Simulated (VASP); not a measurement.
# Sn4O7 (a cell with a defect) in VASP: a series of runs

Sn4O7 (a cell with a defect) is run at these levels: LDA; tasks: single point.

Everything below comes from runs of VASP 6.6.1. Logs are shortened: lines on timing, memory, paths and dates and some standing lists are left out, and cuts for length are marked.

**1. The cell of the first run**

The cell holds a defect, 11 atoms: a = 5.614 Å, b = 5.614 Å, c = 5.811 Å, α = 90.00°, β = 118.88°, γ = 90.00°.

**2. Single point, LDA**

INCAR reads:

```
  PREC = Accurate
  ENCUT = 520
  EDIFF = 1E-6
  ISMEAR = 0
  SIGMA = 0.05
  LREAL = F
  LASPH = T
  NELM = 60
  ALGO = Normal
  ISIF = 2
  LWAVE = F
  LCHARG = F
  GGA = CA
  NELECT = 96.0
  NBANDS = 60
```

KPOINTS reads:

```
regular mesh
0
Gamma
  6 4 6
```

POSCAR reads:

```
Sn4O7
1.0
    3.9697699592     -3.9697699592      0.0000000000
    3.9697699592      3.9697699592      0.0000000000
   -1.9848849796      1.9848849796      5.0882634188
Sn O
4 7
Direct
    1.0000000000      0.2500000000      0.5000000000
    0.5000000000      0.7500000000      0.5000000000
    0.5000000000      0.5000000000      0.0000000000
    0.0000000000      0.0000000000      0.0000000000
    0.7970126936      0.0000000000      0.5940253873
    0.2496093251      0.2735987602      0.9520211297
    0.7029873064      0.7500000000      0.9059746127
    0.7029873064      0.5000000000      0.4059746127
    0.2029873064      0.0000000000      0.4059746127
    0.7970126936      0.2500000000      0.0940253873
    0.2970126936      0.7500000000      0.0940253873
```

Potentials or basis: VASP PAW LDA potentials, release 64 (Sn_d, O).

Launch:

```
$ cat potpaw_LDA.64/Sn_d/POTCAR potpaw_LDA.64/O/POTCAR > POTCAR
$ mpirun -np 1 vasp_std > vasp.out
```

OUTCAR:

```text
PREC = Accurate
   ENCUT = 520
   EDIFF = 1E-6
   ISMEAR = 0
   LREAL = F
   LASPH = T
   NELM = 60
   ISIF = 2
   GGA = CA
   NELECT = 96.0

 ion  position               nearest neighbor table
   1  0.000  0.250  0.500-   8 2.04   5 2.04   9 2.04  10 2.07   6 2.31   3 3.23   3 3.23   4 3.23
                             4 3.23
   2  0.500  0.750  0.500-   5 2.04   9 2.04   8 2.04   7 2.07  11 2.07   4 3.23   4 3.23   3 3.23
                             3 3.23
   3  0.500  0.500  0.000-   6 1.81  10 2.04   7 2.04  11 2.04   8 2.07   1 3.23   1 3.23   2 3.23
                             2 3.23
   4  0.000  0.000  0.000-   7 2.04  11 2.04  10 2.04   5 2.07   9 2.07   6 2.19   2 3.23   2 3.23
                             1 3.23   1 3.23
   5  0.797  0.000  0.594-   2 2.04   1 2.04   4 2.07
   6  0.250  0.274  0.952-   3 1.81   4 2.19   1 2.31
   7  0.703  0.750  0.906-   4 2.04   3 2.04   2 2.07
   8  0.703  0.500  0.406-   1 2.04   2 2.04   3 2.07
   9  0.203  0.000  0.406-   2 2.04   1 2.04   4 2.07
  10  0.797  0.250  0.094-   3 2.04   4 2.04   1 2.07
  11  0.297  0.750  0.094-   4 2.04   3 2.04   2 2.07

  LATTYP: Found a base centered orthorhombic cell.
 ALAT       =     5.6141025158
 B/A-ratio  =     1.8126720716
 C/A-ratio  =     1.0000000000

  Lattice vectors:

 A1 = (  -1.9848849796,   1.9848849796,  -5.0882634188)
 A2 = (  -1.9848849796,   1.9848849796,   5.0882634188)
 A3 = (   3.9697699592,   3.9697699592,   0.0000000000)

Analysis of symmetry for initial positions (statically):
=====================================================================
 Subroutine PRICEL returns:
 Original cell was already a primitive cell.

 Routine SETGRP: Setting up the symmetry group for a
 base centered orthorhombic supercell.

 Subroutine GETGRP returns: Found  1 space group operations
 (whereof  1 operations were pure point group operations)
 out of a pool of  8 trial point group operations.

The static configuration has the point symmetry C_1 .

Analysis of symmetry for dynamics (positions and initial velocities):
=====================================================================
 Subroutine PRICEL returns:
 Original cell was already a primitive cell.

 Routine SETGRP: Setting up the symmetry group for a
 base centered orthorhombic supercell.

 Subroutine GETGRP returns: Found  1 space group operations
 (whereof  1 operations were pure point group operations)
 out of a pool of  8 trial point group operations.

The dynamic configuration has the point symmetry C_1 .

 Subroutine INISYM returns: Found  1 space group operations
 (whereof  1 operations are pure point group operations),
 and found     1 'primitive' translations

----------------------------------------------------------------------------------------

                                     Primitive cell

  volume of cell :     160.3726

  direct lattice vectors                    reciprocal lattice vectors
     3.969769959 -3.969769959  0.000000000     0.125951883 -0.125951883  0.098265353
     3.969769959  3.969769959  0.000000000     0.125951883  0.125951883  0.000000000
    -1.984884980  1.984884980  5.088263419     0.000000000  0.000000000  0.196530706

  length of vectors
     5.614102516  5.614102516  5.811192768     0.203430167  0.178122861  0.196530706

  position of ions in fractional coordinates (direct lattice)
     0.000000000  0.250000000  0.500000000
     0.500000000  0.750000000  0.500000000
     0.500000000  0.500000000  0.000000000
     0.000000000  0.000000000  0.000000000
     0.797012694  0.000000000  0.594025387
     0.249609325  0.273598760  0.952021130
     0.702987306  0.750000000  0.905974613
     0.702987306  0.500000000  0.405974613
     0.202987306  0.000000000  0.405974613
     0.797012694  0.250000000  0.094025387
     0.297012694  0.750000000  0.094025387

  ion indices of the primitive-cell ions
   primitive index   ion index
                 1           1
                 2           2
                 3           3
                 4           4
                 5           5
                 6           6
                 7           7
                 8           8
                 9           9
                10          10
                11          11

----------------------------------------------------------------------------------------

 KPOINTS: regular mesh

Automatic generation of k-mesh.
 Grid dimensions read from file:
 generate k-points for:    6    4    6

 Generating k-lattice:

  Cartesian coordinates                     Fractional coordinates (reciprocal lattice)
     0.020991980 -0.020991980  0.016377559     0.166666667  0.000000000  0.000000000
     0.031487971  0.031487971  0.000000000     0.000000000  0.250000000  0.000000000
     0.000000000  0.000000000  0.032755118     0.000000000  0.000000000  0.166666667

  Length of vectors
     0.033905028  0.044530715  0.032755118

  Shift w.r.t. Gamma in fractional coordinates (k-lattice)
     0.000000000  0.000000000  0.000000000

 Subroutine IBZKPT returns following result:
 ===========================================

 Found     76 irreducible k-points:

 Following reciprocal coordinates:
            Coordinates               Weight
  0.000000  0.000000  0.000000      1.000000
  0.166667  0.000000  0.000000      2.000000
  0.166667  0.000000 -0.166667      2.000000
  0.333333  0.000000  0.000000      2.000000
  0.333333  0.000000 -0.333333      2.000000
  0.500000  0.000000  0.000000      1.000000
[... 16 lines left out ...]
  0.333333  0.500000 -0.333333      2.000000
  0.500000  0.500000  0.000000      1.000000
 [... further k-points ...]
   k-points           NKPTS =     76   k-points in BZ     NKDIM =     76   number of bands    NBANDS=     60
   number of dos      NEDOS =    301   number of ions     NIONS =     11
   total plane-waves  NPLWV =  84672
   dimension x,y,z NGX =    42 NGY =   42 NGZ =   48
   dimension x,y,z NGXF=    84 NGYF=   84 NGZF=   96
   ions per type =               4   7
   NGX,Y,Z   is equivalent  to a cutoff of  12.44, 12.44, 13.73 a.u.
   NGXF,Y,Z  is equivalent  to a cutoff of  24.87, 24.87, 27.46 a.u.
 SYSTEM =  unknown system
   PREC   = accura    normal or accurate (medium, high low for compatibility)
   ISTART =      0    job   : 0-new  1-cont  2-samecut
   ICHARG =      2    charge: 1-file 2-atom 10-const
   ISPIN  =      1    spin polarized calculation?
   LNONCOLLINEAR =      F non collinear calculations
   LSORBIT =      F    spin-orbit coupling
   LASPH  =      T    aspherical Exc in radial PAW
   ENCUT  =  520.0 eV  38.22 Ry    6.18 a.u.  10.44 10.44 10.80*2*pi/ulx,y,z
   NELM   =     60;   NELMIN=  2; NELMDL= -5     # of ELM steps
   EDIFF  = 0.1E-05   stopping-criterion for ELM
   LREAL  =      F    real-space projection
[... 7 lines left out ...]
   TEBEG  =    0.0;   TEEND  =   0.0 temperature during run
   PSTRESS=    0.0 pullay stress
   NELECT =      96.0000    total number of electrons
   NUPDOWN=      -1.0000    fix difference up-down
   EMIN   =  10.00;   EMAX   =-10.00  energy-range for DOS
   EFERMI =   0.00;   METHOD = LEGACY
   ISMEAR =     0;   SIGMA  =   0.05  broadening in eV -4-tet -1-fermi 0-gaus
   EFERMI_NEDOS =   21; number of points for ismear=-14 and -15
   IALGO  =     38    algorithm
   IMIX   =      4    mixing-type and parameters
     AMIX     =   0.40;   BMIX     =  1.00
     AMIX_MAG =   1.60;   BMIX_MAG =  1.00
  volume/ion in A,a.u.               =      14.58        98.39
  Fermi-wavevector in a.u.,A,eV,Ry     =   1.379712  2.607278 25.900127  1.903606
  Thomas-Fermi vector in A             =   2.504656
   LORBIT       =      0    0 simple, 1 ext, 2 COOP (PROOUT), +10 PAW based schemes
   GGA     = CA    functional components
   LHFCALC =     F    Hartree Fock is set to
   AEXX    =    0.0000 exact exchange contribution
   IVDW    =     0    specifies the selected vdW correction
   LEPSILON=     F    determine dielectric tensor
   LRPA    =     F    only Hartree local field effects (RPA)
 non-spin polarized calculation
 Gauss-broadening in eV      SIGMA  =   0.05
  energy-cutoff  :      520.00
  volume of cell :      160.37
 maximum number of plane-waves:      4352
 NGX is ok and might be reduce to    42
   NGX = 21   NGY = 21   NGZ = 21

 number of electron      96.0000001 magnetization

 Free energy of the ion-electron system (eV)
  ---------------------------------------------------
  ext. energy  EPLUGINS =         0.00000000
  ---------------------------------------------------
  free energy    TOTEN  =       -83.14924833 eV

  energy without entropy =      -83.14868016  energy(sigma->0) =      -83.14896425

 E-fermi :   3.6523     XC(G=0): -10.4819

 val. band max:        3.5976069948   @ k =   0.1667   0.0000   0.3333
 cond. band min:       3.6661632159   @ k =   0.0000   0.0000   0.0000
 fundamental gap:      0.0685562211
 Fermi energy:         3.6523316750

 k-point     1 :       0.0000    0.0000    0.0000
  band No.  band energies     occupation
      1     -16.9846      2.00000
      2     -16.7045      2.00000
      3     -16.6359      2.00000
      4     -16.4832      2.00000
      5     -16.3241      2.00000
      6     -16.1800      2.00000
[... 52 lines left out ...]
     59      13.2875      0.00000
     60      13.5352      0.00000

 k-point     2 :       0.1667    0.0000    0.0000
  band No.  band energies     occupation
      1     -16.9770      2.00000
      2     -16.6931      2.00000
      3     -16.6246      2.00000
      4     -16.4974      2.00000
      5     -16.3721      2.00000
      6     -16.1686      2.00000
[... 52 lines left out ...]
     59      13.3375      0.00000
     60      13.6252      0.00000

 k-point     3 :       0.1667    0.0000   -0.1667
  band No.  band energies     occupation
      1     -16.9754      2.00000
      2     -16.6959      2.00000
      3     -16.6280      2.00000
      4     -16.4863      2.00000
      5     -16.3657      2.00000
      6     -16.1670      2.00000
[... 1312 lines left out ...]
     59      13.5284      0.00000
     60      13.8537      0.00000

 k-point    24 :       0.5000    0.5000    0.0000
  band No.  band energies     occupation
      1     -16.9806      2.00000
      2     -16.7765      2.00000
      3     -16.6203      2.00000
      4     -16.5066      2.00000
      5     -16.3076      2.00000
      6     -16.1563      2.00000
[... 52 lines left out ...]
     59      13.6672      0.00000
     60      13.9582      0.00000

 [... further k-points ...]

------------------------ aborting loop because EDIFF is reached ----------------------------------------

  FORCE on cell =-STRESS in cart. coord.  units (eV):
  Direction    XX          YY          ZZ          XY          YZ          ZX
  --------------------------------------------------------------------------------------
  -------------------------------------------------------------------------------------
  Total      -16.3935066    -24.7648024    -25.1178366      0.1698305     -0.0050654      0.4555530
  in kB     -163.7767238   -247.4088238   -250.9357559      1.6966648     -0.0506050      4.5511297
  external PRESSURE =    -220.7071012 kB  Pullay stress =       0.0000000 kB

 VOLUME and BASIS-vectors are now :
 -----------------------------------------------------------------------------
  energy-cutoff  :      520.00
  volume of cell :      160.37
      direct lattice vectors                 reciprocal lattice vectors
     3.969769959 -3.969769959  0.000000000     0.125951883 -0.125951883  0.098265353
     3.969769959  3.969769959  0.000000000     0.125951883  0.125951883  0.000000000
    -1.984884980  1.984884980  5.088263419     0.000000000  0.000000000  0.196530706

 POSITION                                       TOTAL-FORCE (eV/Angst)
 -----------------------------------------------------------------------------------
      0.00000      1.98488      2.54413        -2.698894      0.138166      0.221677
      3.96977      1.98488      2.54413         2.890333     -0.120636     -0.420223
      3.96977      0.00000      0.00000         4.329611     -0.037235      2.969283
      0.00000      0.00000      0.00000         0.838005      0.027231     -0.450584
      1.98488     -1.98488      3.02256         0.852028     -0.008103      0.843504
      0.18736      1.98488      4.84413        -4.290967     -0.009617     -3.557139
      3.96977      1.98488      4.60984        -2.452715      0.021766     -1.341281
      3.96977     -0.00000      2.06571         0.142531     -0.089914      0.683331
      0.00000     -0.00000      2.06571        -0.025475      0.061243      0.571333
      3.96977     -1.98488      0.47843         0.438717     -0.431521      0.212083
      3.96977      1.98488      0.47843        -0.023175      0.448619      0.268016
 -----------------------------------------------------------------------------------
    total drift:                                0.000533     -0.000082      0.000819

  FREE ENERGIE OF THE ION-ELECTRON SYSTEM (eV)
  ---------------------------------------------------
  free  energy   TOTEN  =       -83.1492483345 eV

  energy  without entropy=      -83.1486801582  energy(sigma->0) =      -83.14896425
```

Run time: 13 min. Hardware: 1 thread of Intel Xeon Platinum 8488C (Sapphire Rapids), shared host; peak memory 0.58 GiB.

Results:

* Free energy: -83.1492 eV
* Largest force: 5.574 eV/Å

Forces in eV/Å, atoms in the order of the input:
```
Sn  -2.699  0.138  0.222
Sn   2.890 -0.121 -0.420
Sn   4.330 -0.037  2.969
Sn   0.838  0.027 -0.451
O    0.852 -0.008  0.844
O   -4.291 -0.010 -3.557
O   -2.453  0.022 -1.341
O    0.143 -0.090  0.683
O   -0.025  0.061  0.571
O    0.439 -0.432  0.212
O   -0.023  0.449  0.268
```

Caveat: the cell carries a net charge on a neutralising background, which shifts energy and pressure; the cell differs from its parent crystal (atoms taken out, atom 6 moved 0.000 of the way to it and +0.300 Å across, host rigid); the cell is charged against a uniform background, so pressure and absolute levels hang on convention; spin-orbit coupling is left out, which moves the levels of the heavy elements.

(Continued in part 2 of 3.)
